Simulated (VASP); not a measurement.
# Cd (P6_3/mmc) in VASP: further runs, part 2 of 2

VASP 6.6.1. Earlier steps stand in the parts before.

### 3 Single point, PBE+U

Contents of INCAR:

```
  PREC = Accurate
  ENCUT = 500
  EDIFF = 1E-6
  ISMEAR = 0
  SIGMA = 0.1
  LREAL = False
  LASPH = True
  NELM = 200
  ALGO = Normal
  ISIF = 2
  LWAVE = False
  LCHARG = False
  LDAU = True
  LDAUTYPE = 1
  LDAUL = 2
  LDAUU = 3.4
  LDAUJ = 0.75
  LDAUPRINT = 1
  GGA = PE
  NBANDS = 19
  GGA_COMPAT = False
```

Contents of KPOINTS:

```
Automatic mesh
0
Gamma
  6 6 4
```

Contents of POSCAR:

```
Cd
1.0
    2.9788725081      0.0000000000      0.0000000000
   -1.4894362540      2.5797792666      0.0000000000
    0.0000000000      0.0000000000      5.6176500000
Cd
2
Direct
    0.3333333333      0.6666666667      0.2500000000
    0.6666666667      0.3333333333      0.7500000000
```

Potentials or basis: VASP PAW PBE potentials, release 64 (Cd).

Command:

```
> cat potpaw_PBE.64/Cd/POTCAR > POTCAR
> mpirun -np 1 vasp_std > vasp.out
```

OUTCAR:

```text
PREC = Accurate
   ENCUT = 500
   EDIFF = 1E-6
   ISMEAR = 0
   LREAL = False
   LASPH = True
   NELM = 200
   ISIF = 2
   GGA = PE

 ion  position               nearest neighbor table
   1  0.333  0.667  0.250-   2 3.29   2 3.29   2 3.29   2 3.29   2 3.29   2 3.29
   2  0.667  0.333  0.750-   1 3.29   1 3.29   1 3.29   1 3.29   1 3.29   1 3.29

  LATTYP: Found a hexagonal cell.
 ALAT       =     2.9788725081
 C/A-ratio  =     1.8858309594

  Lattice vectors:

 A1 = (   2.9788725081,   0.0000000000,   0.0000000000)
 A2 = (  -1.4894362540,   2.5797792666,   0.0000000000)
 A3 = (   0.0000000000,   0.0000000000,   5.6176500000)

Analysis of symmetry for initial positions (statically):
=====================================================================
 Subroutine PRICEL returns:
 Original cell was already a primitive cell.

 Routine SETGRP: Setting up the symmetry group for a
 hexagonal supercell.

 Subroutine GETGRP returns: Found 24 space group operations
 (whereof 12 operations were pure point group operations)
 out of a pool of 24 trial point group operations.

The static configuration has the point symmetry D_3d.
 The point group associated with its full space group is D_6h.

Analysis of symmetry for dynamics (positions and initial velocities):
=====================================================================
 Subroutine PRICEL returns:
 Original cell was already a primitive cell.

 Routine SETGRP: Setting up the symmetry group for a
 hexagonal supercell.

 Subroutine GETGRP returns: Found 24 space group operations
 (whereof 12 operations were pure point group operations)
 out of a pool of 24 trial point group operations.

The dynamic configuration has the point symmetry D_3d.
 The point group associated with its full space group is D_6h.

 Subroutine INISYM returns: Found 24 space group operations
 (whereof 12 operations are pure point group operations),
 and found     1 'primitive' translations

----------------------------------------------------------------------------------------

                                     Primitive cell

  volume of cell :      43.1707

  direct lattice vectors                    reciprocal lattice vectors
[... 149 lines left out ...]
  o =  0.9628  v =  0.0000  0.0000  0.0000  0.0000  0.0000  0.9996 -0.0000  0.0000  0.0000 -0.0292      0.0000  0.0000  0.0000  0.0000  0.0000  0.0000  0.0000  0.0000  0.0000  0.0000
  o =  0.9628  v =  0.0292  0.0000  0.0000 -0.0000  0.9996  0.0000  0.0000  0.0000  0.0000  0.0000      0.0000  0.0000  0.0000  0.0000  0.0000  0.0000  0.0000  0.0000  0.0000  0.0000
  o =  0.9628  v =  0.0000  0.0000  0.0000  0.0000  0.0000  0.0292  0.0000  0.0000 -0.0000  0.9996      0.0000  0.0000  0.0000  0.0000  0.0000  0.0000  0.0000  0.0000  0.0000  0.0000
  o =  0.9642  v = -0.0000 -0.9232  0.0000  0.3842  0.0000  0.0000  0.0000  0.0000  0.0000  0.0000      0.0000  0.0000  0.0000  0.0000  0.0000  0.0000  0.0000  0.0000  0.0000  0.0000
  o =  0.9642  v =  0.0000  0.0000  0.0000  0.0000  0.0000 -0.0000 -0.9232  0.0000  0.3842  0.0000      0.0000  0.0000  0.0000  0.0000  0.0000  0.0000  0.0000  0.0000  0.0000  0.0000
  o =  0.9642  v = -0.0000 -0.3842  0.0000 -0.9232 -0.0000  0.0000  0.0000  0.0000  0.0000  0.0000      0.0000  0.0000  0.0000  0.0000  0.0000  0.0000  0.0000  0.0000  0.0000  0.0000
  o =  0.9642  v =  0.0000  0.0000  0.0000  0.0000  0.0000 -0.0000 -0.3842  0.0000 -0.9232 -0.0000      0.0000  0.0000  0.0000  0.0000  0.0000  0.0000  0.0000  0.0000  0.0000  0.0000
  o =  0.9651  v =  0.0000  0.0000  0.0000  0.0000  0.0000 -0.0000  0.0000  1.0000 -0.0000 -0.0000      0.0000  0.0000  0.0000  0.0000  0.0000  0.0000  0.0000  0.0000  0.0000  0.0000
  o =  0.9651  v = -0.0000  0.0000  1.0000 -0.0000 -0.0000  0.0000  0.0000  0.0000  0.0000  0.0000      0.0000  0.0000  0.0000  0.0000  0.0000  0.0000  0.0000  0.0000  0.0000  0.0000

atom =   2  type =  1  l = 2

 onsite density matrix

spin component  1

  0.9628  0.0000 -0.0000 -0.0000 -0.0000
  0.0000  0.9642 -0.0000  0.0000  0.0000
 -0.0000 -0.0000  0.9651  0.0000 -0.0000
 -0.0000  0.0000  0.0000  0.9642  0.0000
 -0.0000  0.0000 -0.0000  0.0000  0.9628

spin component  2

  0.9628  0.0000 -0.0000 -0.0000 -0.0000
  0.0000  0.9642 -0.0000  0.0000  0.0000
 -0.0000 -0.0000  0.9651  0.0000 -0.0000
 -0.0000  0.0000  0.0000  0.9642  0.0000
 -0.0000  0.0000 -0.0000  0.0000  0.9628

 occupancies and eigenvectors

  o =  0.9628  v = -0.0116 -0.0000 -0.0000 -0.0000 -0.9999  0.0000  0.0000  0.0000  0.0000  0.0000      0.0000  0.0000  0.0000  0.0000  0.0000  0.0000  0.0000  0.0000  0.0000  0.0000
  o =  0.9628  v =  0.0000  0.0000  0.0000  0.0000  0.0000 -0.0116 -0.0000 -0.0000 -0.0000 -0.9999      0.0000  0.0000  0.0000  0.0000  0.0000  0.0000  0.0000  0.0000  0.0000  0.0000
  o =  0.9628  v =  0.0000  0.0000  0.0000  0.0000  0.0000  0.9999 -0.0000  0.0000  0.0000 -0.0116      0.0000  0.0000  0.0000  0.0000  0.0000  0.0000  0.0000  0.0000  0.0000  0.0000
  o =  0.9628  v =  0.9999 -0.0000  0.0000  0.0000 -0.0116  0.0000  0.0000  0.0000  0.0000  0.0000      0.0000  0.0000  0.0000  0.0000  0.0000  0.0000  0.0000  0.0000  0.0000  0.0000
  o =  0.9642  v = -0.0000 -0.9232  0.0000  0.3842  0.0000  0.0000  0.0000  0.0000  0.0000  0.0000      0.0000  0.0000  0.0000  0.0000  0.0000  0.0000  0.0000  0.0000  0.0000  0.0000
  o =  0.9642  v =  0.0000  0.0000  0.0000  0.0000  0.0000 -0.0000 -0.9232  0.0000  0.3842  0.0000      0.0000  0.0000  0.0000  0.0000  0.0000  0.0000  0.0000  0.0000  0.0000  0.0000
  o =  0.9642  v = -0.0000  0.3842 -0.0000  0.9232 -0.0000  0.0000  0.0000  0.0000  0.0000  0.0000      0.0000  0.0000  0.0000  0.0000  0.0000  0.0000  0.0000  0.0000  0.0000  0.0000
  o =  0.9642  v =  0.0000  0.0000  0.0000  0.0000  0.0000 -0.0000  0.3842 -0.0000  0.9232 -0.0000      0.0000  0.0000  0.0000  0.0000  0.0000  0.0000  0.0000  0.0000  0.0000  0.0000
  o =  0.9651  v =  0.0000  0.0000  0.0000  0.0000  0.0000 -0.0000  0.0000  1.0000  0.0000 -0.0000      0.0000  0.0000  0.0000  0.0000  0.0000  0.0000  0.0000  0.0000  0.0000  0.0000
  o =  0.9651  v = -0.0000  0.0000  1.0000  0.0000 -0.0000  0.0000  0.0000  0.0000  0.0000  0.0000      0.0000  0.0000  0.0000  0.0000  0.0000  0.0000  0.0000  0.0000  0.0000  0.0000

 number of electron      23.9999993 magnetization

 Free energy of the ion-electron system (eV)
  ---------------------------------------------------
  ext. energy  EPLUGINS =         0.00000000
  ---------------------------------------------------
  free energy    TOTEN  =        -0.36017543 eV

  energy without entropy =       -0.35656155  energy(sigma->0) =       -0.35836849

 E-fermi :   3.2112     XC(G=0): -10.9945

 val. band max:        2.9834771411   @ k =   0.0000   0.0000   0.2500
 cond. band min:       3.2443862707   @ k =   0.3333   0.3333   0.2500
 fundamental gap:      0.2609091296
 Fermi energy:         3.2112159153

 k-point     1 :       0.0000    0.0000    0.0000
  band No.  band energies     occupation
      1      -7.8778      2.00000
      2      -7.6811      2.00000
      3      -7.3901      2.00000
      4      -7.3901      2.00000
      5      -7.3431      2.00000
      6      -7.3431      2.00000
[... 439 lines left out ...]
      6      -7.1517      2.00000
[... 11 lines left out ...]
     18      12.8758      0.00000
     19      14.7595      0.00000

------------------------ aborting loop because EDIFF is reached ----------------------------------------

  FORCE on cell =-STRESS in cart. coord.  units (eV):
  Direction    XX          YY          ZZ          XY          YZ          ZX
  --------------------------------------------------------------------------------------
  -------------------------------------------------------------------------------------
  Total        1.2776374      1.2776374      0.9981254      0.0000000      0.0000000      0.0000000
  in kB       47.4164541     47.4164541     37.0430341      0.0000000      0.0000000      0.0000000
  external PRESSURE =      43.9586474 kB  Pullay stress =       0.0000000 kB

 VOLUME and BASIS-vectors are now :
 -----------------------------------------------------------------------------
  energy-cutoff  :      500.00
  volume of cell :       43.17
      direct lattice vectors                 reciprocal lattice vectors
     2.978872508  0.000000000  0.000000000     0.335697482  0.193815032  0.000000000
    -1.489436254  2.579779267  0.000000000     0.000000000  0.387630063  0.000000000
     0.000000000  0.000000000  5.617650000     0.000000000  0.000000000  0.178010378

 POSITION                                       TOTAL-FORCE (eV/Angst)
 -----------------------------------------------------------------------------------
     -0.00000      1.71985      1.40441        -0.000000      0.000000      0.000000
      1.48944      0.85993      4.21324         0.000000      0.000000      0.000000
 -----------------------------------------------------------------------------------
    total drift:                                0.000000     -0.000000      0.000000

  FREE ENERGIE OF THE ION-ELECTRON SYSTEM (eV)
  ---------------------------------------------------
  free  energy   TOTEN  =        -0.3601754282 eV

  energy  without entropy=       -0.3565615516  energy(sigma->0) =       -0.35836849
```

Wall time 23 s (1 thread of Intel Xeon 8259CL, shared host); peak memory 0.16 GiB.

Results:

- Free energy: -0.3602 eV
- Pressure: 4.4 GPa
- Band gap on the k mesh: zero (band 12 reaches 3.94 eV, above the bottom of band 13 at -0.05 eV)

Eigenvalues of the final occupation matrices:
```csv
site,spin,trace,eigenvalues
site 1 d,1,4.82,0.96 0.96 0.96 0.96 0.97
site 1 d,2,4.82,0.96 0.96 0.96 0.96 0.97
site 2 d,1,4.82,0.96 0.96 0.96 0.96 0.97
site 2 d,2,4.82,0.96 0.96 0.96 0.96 0.97
```

Caveat: the k points lie up to 0.41 Å⁻¹ apart; U without spin polarisation on a metal has little footing; the U is typed as a test and isn't derived for this compound.
